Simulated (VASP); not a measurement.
# Re (Fm-3m) in VASP: a series of runs

Re is run at these levels: PBE, r2SCAN; tasks: single point.

Everything below comes from runs of VASP 6.6.1. Logs are shortened: lines on timing, memory, paths and dates and some standing lists are left out, and cuts for length are marked.

## (1) The cell of the first run

Symmetry: Fm-3m, No. 225, cubic system. The conventional cell has a = 3.948 Å, b = 3.948 Å, c = 3.948 Å, α = 90.00°, β = 90.00°, γ = 90.00°. Re (site symmetry m-3m) has 12 Re at 2.79 Å within 3.7 Å.

This isn't the form of Re at room conditions, which is hcp.

## (2) Single point, PBE (15.39 Å³/atom)

INCAR

```
PREC = Accurate
ENCUT = 520
EDIFF = 1E-6
ISMEAR = 0
SIGMA = 0.05
LREAL = F
LASPH = T
NELM = 80
ALGO = Fast
ISIF = 2
LWAVE = F
LCHARG = F
GGA = PE
NBANDS = 10
```

KPOINTS

```
Automatic mesh
0
Gamma
  8 8 8
```

POSCAR

```
Re
1.0
    0.0000000000      1.9741118735      1.9741118735
    1.9741118735      0.0000000000      1.9741118735
    1.9741118735      1.9741118735      0.0000000000
Re
1
Direct
    0.0000000000      0.0000000000      0.0000000000
```

Potentials or basis: VASP PAW PBE potentials, release 64 (Re).

Run with:

```sh
$ cat potpaw_PBE.64/Re/POTCAR > POTCAR
$ mpirun -np 1 vasp_std > vasp.out
```

OUTCAR:

```text
PREC = Accurate
   ENCUT = 520
   EDIFF = 1E-6
   ISMEAR = 0
   LREAL = F
   LASPH = T
   NELM = 80
   ISIF = 2
   GGA = PE

 ion  position               nearest neighbor table
   1  0.000  0.000  0.000-

  LATTYP: Found a face centered cubic cell.
 ALAT       =     3.9482237470

  Lattice vectors:

 A1 = (   0.0000000000,   1.9741118735,   1.9741118735)
 A2 = (   1.9741118735,   0.0000000000,   1.9741118735)
 A3 = (   1.9741118735,   1.9741118735,   0.0000000000)

Analysis of symmetry for initial positions (statically):
=====================================================================
 Subroutine PRICEL returns:
 Original cell was already a primitive cell.

 Routine SETGRP: Setting up the symmetry group for a
 face centered cubic supercell.

 Subroutine GETGRP returns: Found 48 space group operations
 (whereof 48 operations were pure point group operations)
 out of a pool of 48 trial point group operations.

The static configuration has the point symmetry O_h .

Analysis of symmetry for dynamics (positions and initial velocities):
=====================================================================
 Subroutine PRICEL returns:
 Original cell was already a primitive cell.

 Routine SETGRP: Setting up the symmetry group for a
 face centered cubic supercell.

 Subroutine GETGRP returns: Found 48 space group operations
 (whereof 48 operations were pure point group operations)
 out of a pool of 48 trial point group operations.

The dynamic configuration has the point symmetry O_h .

 Subroutine INISYM returns: Found 48 space group operations
 (whereof 48 operations are pure point group operations),
 and found     1 'primitive' translations

----------------------------------------------------------------------------------------

                                     Primitive cell

  volume of cell :      15.3867

  direct lattice vectors                    reciprocal lattice vectors
     0.000000000  1.974111874  1.974111874    -0.253278452  0.253278452  0.253278452
     1.974111874  0.000000000  1.974111874     0.253278452 -0.253278452  0.253278452
     1.974111874  1.974111874  0.000000000     0.253278452  0.253278452 -0.253278452

  length of vectors
     2.791815785  2.791815785  2.791815785     0.438691148  0.438691148  0.438691148

  position of ions in fractional coordinates (direct lattice)
     0.000000000  0.000000000  0.000000000

  ion indices of the primitive-cell ions
   primitive index   ion index
                 1           1

----------------------------------------------------------------------------------------

 KPOINTS: Automatic mesh

Automatic generation of k-mesh.
 Grid dimensions read from file:
 generate k-points for:    8    8    8

 Generating k-lattice:

  Cartesian coordinates                     Fractional coordinates (reciprocal lattice)
    -0.031659807  0.031659807  0.031659807     0.125000000  0.000000000  0.000000000
     0.031659807 -0.031659807  0.031659807     0.000000000  0.125000000  0.000000000
     0.031659807  0.031659807 -0.031659807     0.000000000  0.000000000  0.125000000

  Length of vectors
     0.054836393  0.054836393  0.054836393

  Shift w.r.t. Gamma in fractional coordinates (k-lattice)
     0.000000000  0.000000000  0.000000000

 Subroutine IBZKPT returns following result:
 ===========================================

 Found     29 irreducible k-points:

 Following reciprocal coordinates:
            Coordinates               Weight
  0.000000  0.000000  0.000000      1.000000
  0.125000  0.000000  0.000000      8.000000
  0.250000  0.000000  0.000000      8.000000
  0.375000  0.000000  0.000000      8.000000
  0.500000  0.000000  0.000000      4.000000
  0.125000  0.125000  0.000000      6.000000
[... 16 lines left out ...]
  0.500000  0.250000  0.125000     48.000000
 -0.375000  0.250000  0.125000     24.000000
 [... further k-points ...]
   k-points           NKPTS =     29   k-points in BZ     NKDIM =     29   number of bands    NBANDS=     10
   number of dos      NEDOS =    301   number of ions     NIONS =      1
   total plane-waves  NPLWV =  13824
   dimension x,y,z NGX =    24 NGY =   24 NGZ =   24
   dimension x,y,z NGXF=    48 NGYF=   48 NGZF=   48
   ions per type =               1
   NGX,Y,Z   is equivalent  to a cutoff of  14.29, 14.29, 14.29 a.u.
   NGXF,Y,Z  is equivalent  to a cutoff of  28.58, 28.58, 28.58 a.u.
 SYSTEM =  unknown system
   PREC   = accura    normal or accurate (medium, high low for compatibility)
   ISTART =      0    job   : 0-new  1-cont  2-samecut
   ICHARG =      2    charge: 1-file 2-atom 10-const
   ISPIN  =      1    spin polarized calculation?
   LNONCOLLINEAR =      F non collinear calculations
   LSORBIT =      F    spin-orbit coupling
   LASPH  =      T    aspherical Exc in radial PAW
   ENCUT  =  520.0 eV  38.22 Ry    6.18 a.u.   5.19  5.19  5.19*2*pi/ulx,y,z
   NELM   =     80;   NELMIN=  2; NELMDL= -5     # of ELM steps
   EDIFF  = 0.1E-05   stopping-criterion for ELM
   LREAL  =      F    real-space projection
   EDIFFG = 0.1E-04   stopping-criterion for IOM
   NSW    =      0    number of steps for IOM
   IBRION =     -1    ionic relax: 0-MD 1-quasi-New 2-CG
   NFREE  =      0    steps in history (QN), initial steepest desc. (CG)
   ISIF   =      2    stress and relaxation
   ISYM   =      2    0-nonsym 1-usesym 2-fastsym
   POTIM  = 0.5000    time-step for ionic-motion
   TEBEG  =    0.0;   TEEND  =   0.0 temperature during run
   PSTRESS=    0.0 pullay stress
   NELECT =       7.0000    total number of electrons
   NUPDOWN=      -1.0000    fix difference up-down
   EMIN   =  10.00;   EMAX   =-10.00  energy-range for DOS
   EFERMI =   0.00;   METHOD = LEGACY
   ISMEAR =     0;   SIGMA  =   0.05  broadening in eV -4-tet -1-fermi 0-gaus
   EFERMI_NEDOS =   21; number of points for ismear=-14 and -15
   IALGO  =     68    algorithm
   IMIX   =      4    mixing-type and parameters
     AMIX     =   0.40;   BMIX     =  1.00
     AMIX_MAG =   1.60;   BMIX_MAG =  1.00
  volume/ion in A,a.u.               =      15.39       103.83
  Fermi-wavevector in a.u.,A,eV,Ry     =   1.259097  2.379348 21.569649  1.585324
  Thomas-Fermi vector in A             =   2.392673
   LORBIT       =      0    0 simple, 1 ext, 2 COOP (PROOUT), +10 PAW based schemes
   GGA     = PE    functional components
   LHFCALC =     F    Hartree Fock is set to
   AEXX    =    0.0000 exact exchange contribution
   IVDW    =     0    specifies the selected vdW correction
   LEPSILON=     F    determine dielectric tensor
   LRPA    =     F    only Hartree local field effects (RPA)
 non-spin polarized calculation
 RMM-DIIS sequential band-by-band and
 Gauss-broadening in eV      SIGMA  =   0.05
  energy-cutoff  :      520.00
  volume of cell :       15.39
 maximum number of plane-waves:       428
 NGX is ok and might be reduce to    24
   NGX = 11   NGY = 11   NGZ = 11

 number of electron       7.0000000 magnetization

 Free energy of the ion-electron system (eV)
  ---------------------------------------------------
  ext. energy  EPLUGINS =         0.00000000
  ---------------------------------------------------
  free energy    TOTEN  =       -12.32417326 eV

  energy without entropy =      -12.32184063  energy(sigma->0) =      -12.32300694

 E-fermi :   7.7985     XC(G=0): -13.4826

 val. band max:        7.7597072704   @ k =   0.5000   0.0000   0.0000
 cond. band min:       7.8107729369   @ k =   0.5000   0.2500   0.0000
 fundamental gap:      0.0510656665
 Fermi energy:         7.7985443937

 k-point     1 :       0.0000    0.0000    0.0000
  band No.  band energies     occupation
      1      -2.2154      2.00000
      2       5.8105      2.00000
      3       5.8105      2.00000
      4       5.8105      2.00000
      5       8.7989      0.00000
      6       8.7989      0.00000
      7      21.4514      0.00000
      8      26.8836      0.00000
      9      26.8836      0.00000
     10      26.8836      0.00000

 k-point     2 :       0.1250    0.0000    0.0000
  band No.  band energies     occupation
      1      -1.5469      2.00000
      2       5.4051      2.00000
      3       6.0918      2.00000
      4       6.0918      2.00000
      5       8.6095      0.00000
      6       8.6095      0.00000
      7      22.6568      0.00000
      8      24.4796      0.00000
      9      28.0962      0.00000
     10      28.0963      0.00000

 k-point     3 :       0.2500    0.0000    0.0000
  band No.  band energies     occupation
      1       0.0123      2.00000
      2       5.0035      2.00000
      3       6.2585      2.00000
      4       6.2585      2.00000
      5       8.9460      0.00000
      6       8.9460      0.00000
      7      21.3388      0.00000
      8      24.7891      0.00000
      9      31.1604      0.00000
     10      31.2683      0.00000

 k-point     4 :       0.3750    0.0000    0.0000
  band No.  band energies     occupation
      1       0.9563      2.00000
      2       5.8464      2.00000
      3       5.8464      2.00000
      4       6.2534      2.00000
      5      10.3410      0.00000
      6      10.3410      0.00000
      7      18.7659      0.00000
      8      22.2992      0.00000
      9      29.0409      0.00000
     10      29.0409      0.00000

 k-point     5 :       0.5000    0.0000    0.0000
  band No.  band energies     occupation
      1       1.0433      2.00000
      2       5.6258      2.00000
      3       5.6258      2.00000
      4       7.7597      1.72800
      5      11.1771      0.00000
      6      11.1771      0.00000
      7      16.9422      0.00000
      8      20.9608      0.00000
      9      27.2071      0.00000
     10      27.2071      0.00000

 k-point     6 :       0.1250    0.1250    0.0000
  band No.  band energies     occupation
      1      -1.3201      2.00000
      2       5.0509      2.00000
      3       6.3611      2.00000
      4       6.3611      2.00000
      5       7.8784      0.02395
      6       9.0947      0.00000
      7      23.1559      0.00000
      8      25.4412      0.00000
      9      27.3045      0.00000
     10      27.3045      0.00000
[... 183 lines left out ...]
 k-point    21 :       0.5000    0.5000    0.0000
  band No.  band energies     occupation
      1       1.1715      2.00000
      2       1.9948      2.00000
      3      10.2160      0.00000
      4      11.1321      0.00000
      5      11.8669      0.00000
      6      11.8669      0.00000
      7      19.5273      0.00000
      8      19.5273      0.00000
      9      19.8556      0.00000
     10      29.2118      0.00000

 k-point    22 :       0.3750    0.2500    0.1250
  band No.  band energies     occupation
      1       1.3995      2.00000
      2       3.9049      2.00000
      3       5.5423      2.00000
      4       7.9217      0.00049
      5       7.9867      0.00000
      6      10.9037      0.00000
      7      22.4359      0.00000
      8      25.5855      0.00000
      9      26.2360      0.00000
     10      27.8107      0.00000

 k-point    23 :       0.5000    0.2500    0.1250
  band No.  band energies     occupation
      1       2.4817      2.00000
      2       4.2790      2.00000
      3       4.8257      2.00000
      4       7.4454      2.00000
      5       9.8502      0.00000
      6      12.8323      0.00000
      7      18.9974      0.00000
      8      23.9572      0.00000
      9      24.5365      0.00000
     10      29.2782      0.00000

 k-point    24 :      -0.3750    0.2500    0.1250
  band No.  band energies     occupation
      1       2.6069      2.00000
      2       4.0588      2.00000
      3       5.7285      2.00000
      4       7.1157      2.00000
      5      10.7555      0.00000
      6      14.5310      0.00000
      7      16.0398      0.00000
      8      23.7094      0.00000
      9      24.3833      0.00000
     10      27.2988      0.00000

 [... further k-points ...]

------------------------ aborting loop because EDIFF is reached ----------------------------------------

  FORCE on cell =-STRESS in cart. coord.  units (eV):
  Direction    XX          YY          ZZ          XY          YZ          ZX
  --------------------------------------------------------------------------------------
  -------------------------------------------------------------------------------------
  Total       -0.9365164     -0.9365164     -0.9365164      0.0000000      0.0000000      0.0000000
  in kB      -97.5170759    -97.5170759    -97.5170759      0.0000000      0.0000000      0.0000000
  external PRESSURE =     -97.5170759 kB  Pullay stress =       0.0000000 kB

 VOLUME and BASIS-vectors are now :
 -----------------------------------------------------------------------------
  energy-cutoff  :      520.00
  volume of cell :       15.39
      direct lattice vectors                 reciprocal lattice vectors
     0.000000000  1.974111874  1.974111874    -0.253278452  0.253278452  0.253278452
     1.974111874  0.000000000  1.974111874     0.253278452 -0.253278452  0.253278452
     1.974111874  1.974111874  0.000000000     0.253278452  0.253278452 -0.253278452

 POSITION                                       TOTAL-FORCE (eV/Angst)
 -----------------------------------------------------------------------------------
      0.00000      0.00000      0.00000        -0.000000     -0.000000     -0.000000
 -----------------------------------------------------------------------------------
    total drift:                                0.000000     -0.000000     -0.000000

  FREE ENERGIE OF THE ION-ELECTRON SYSTEM (eV)
  ---------------------------------------------------
  free  energy   TOTEN  =       -12.3241732597 eV

  energy  without entropy=      -12.3218406256  energy(sigma->0) =      -12.32300694
```

Wall time 12 s (1 thread of AMD EPYC 7R13, shared host); peak memory 0.11 GiB.

Results:

* Free energy: -12.3242 eV
* Pressure: -9.8 GPa
* Band gap on the k mesh: zero (an odd number of electrons rules out a gap without spin polarisation)

Levels at points of the mesh, in eV from the Fermi level:
```csv
k point,band 1,band 2,band 3,band 4,band 5,band 6,band 7,band 8,band 9
"(0.00, 0.00, 0.00)",-10.01,-1.99,-1.99,-1.99,1.00,1.00,13.65,19.09,19.09
"(0.50, 0.00, 0.00)",-6.76,-2.17,-2.17,-0.04,3.38,3.38,9.14,13.16,19.41
"(0.50, 0.50, 0.00)",-6.63,-5.80,2.42,3.33,4.07,4.07,11.73,11.73,12.06
```

Caveat: the cell stands under tension; spin-orbit coupling is left out, which moves the levels of the heavy elements.

## (3) Single point, PBE (14.98 Å³/atom)

This run uses another cell than the first one, of 14.98 Å³/atom.

INCAR

```
SYSTEM = Re
PREC     = Accurate       ! precision mode
ENCUT    = 520            ! plane-wave cutoff, eV
EDIFF    = 1E-6           ! SCF threshold, eV
ISMEAR   = 0              ! smearing method
SIGMA    = 0.05           ! smearing width, eV
LREAL    = .False.        ! projectors in reciprocal space
LASPH    = .True.         ! aspherical terms in the spheres
NELM     = 100            ! most SCF steps
ALGO     = Normal         ! electronic algorithm
ISIF     = 2              ! what is computed and relaxed
LWAVE    = .False.        ! write WAVECAR
LCHARG   = .False.        ! write CHGCAR
GGA      = PE             ! functional
NBANDS   = 10             ! bands
```

KPOINTS

```
regular mesh
0
Gamma
  8 8 8
  0 0 0
```

POSCAR

```
Re
1.0
    0.0000000000      1.9565336224      1.9565336224
    1.9565336224      0.0000000000      1.9565336224
    1.9565336224      1.9565336224      0.0000000000
Re
1
Direct
    0.0000000000      0.0000000000      0.0000000000
```

Potentials or basis: VASP PAW PBE potentials, release 64 (Re).

Run with:

```sh
$ cat potpaw_PBE.64/Re/POTCAR > POTCAR
$ mpirun -np 1 vasp_std > vasp.out
```

OUTCAR:

```text
SYSTEM = Re
   PREC = Accurate
   ENCUT = 520
   EDIFF = 1E-6
   ISMEAR = 0
   LREAL = .False.
   LASPH = .True.
   NELM = 100
   ISIF = 2
   GGA = PE

 ion  position               nearest neighbor table
   1  0.000  0.000  0.000-

  LATTYP: Found a face centered cubic cell.
 ALAT       =     3.9130672448

  Lattice vectors:

 A1 = (   0.0000000000,   1.9565336224,   1.9565336224)
 A2 = (   1.9565336224,   0.0000000000,   1.9565336224)
 A3 = (   1.9565336224,   1.9565336224,   0.0000000000)

Analysis of symmetry for initial positions (statically):
=====================================================================
 Subroutine PRICEL returns:
 Original cell was already a primitive cell.

 Routine SETGRP: Setting up the symmetry group for a
 face centered cubic supercell.

 Subroutine GETGRP returns: Found 48 space group operations
 (whereof 48 operations were pure point group operations)
 out of a pool of 48 trial point group operations.

The static configuration has the point symmetry O_h .

Analysis of symmetry for dynamics (positions and initial velocities):
[... 165 lines left out ...]
 k-point     1 :       0.0000    0.0000    0.0000
  band No.  band energies     occupation
      1      -2.0778      2.00000
      2       6.0690      2.00000
      3       6.0690      2.00000
      4       6.0690      2.00000
      5       9.1828      0.00000
      6       9.1828      0.00000
      7      21.8053      0.00000
      8      27.3893      0.00000
      9      27.3893      0.00000
     10      27.3893      0.00000
[... 287 lines left out ...]
 k-point    24 :      -0.3750    0.2500    0.1250
  band No.  band energies     occupation
      1       2.7890      2.00000
      2       4.2473      2.00000
      3       6.0161      2.00000
      4       7.4211      2.00000
      5      11.2173      0.00000
      6      15.0965      0.00000
      7      16.6883      0.00000
      8      24.2726      0.00000
      9      25.1455      0.00000
     10      27.9651      0.00000

 [... further k-points ...]

------------------------ aborting loop because EDIFF is reached ----------------------------------------

  FORCE on cell =-STRESS in cart. coord.  units (eV):
  Direction    XX          YY          ZZ          XY          YZ          ZX
  --------------------------------------------------------------------------------------
  -------------------------------------------------------------------------------------
  Total       -0.0439607     -0.0439607     -0.0439607     -0.0000000      0.0000000     -0.0000000
  in kB       -4.7020020     -4.7020020     -4.7020020     -0.0000000      0.0000000     -0.0000000
  external PRESSURE =      -4.7020020 kB  Pullay stress =       0.0000000 kB

 VOLUME and BASIS-vectors are now :
 -----------------------------------------------------------------------------
  energy-cutoff  :      520.00
  volume of cell :       14.98
      direct lattice vectors                 reciprocal lattice vectors
     0.000000000  1.956533622  1.956533622    -0.255554003  0.255554003  0.255554003
     1.956533622  0.000000000  1.956533622     0.255554003 -0.255554003  0.255554003
     1.956533622  1.956533622  0.000000000     0.255554003  0.255554003 -0.255554003

 POSITION                                       TOTAL-FORCE (eV/Angst)
 -----------------------------------------------------------------------------------
      0.00000      0.00000      0.00000         0.000000      0.000000      0.000000
 -----------------------------------------------------------------------------------
    total drift:                               -0.000000      0.000000      0.000000

  FREE ENERGIE OF THE ION-ELECTRON SYSTEM (eV)
  ---------------------------------------------------
  free  energy   TOTEN  =       -12.3370782182 eV

  energy  without entropy=      -12.3346525892  energy(sigma->0) =      -12.33586540
```

Run time: 11 s. Hardware: 1 thread of AMD EPYC 7R13, shared host; peak memory 0.11 GiB.

What came out:

```yaml
Free_energy: -12.3371 eV
Pressure: -0.5 GPa
Band_gap_on_the_k_mesh: zero (an odd number of electrons rules out a gap without spin polarisation)
```

Caveat: spin-orbit coupling is left out, which moves the levels of the heavy elements.

(Continued in part 2 of 4.)
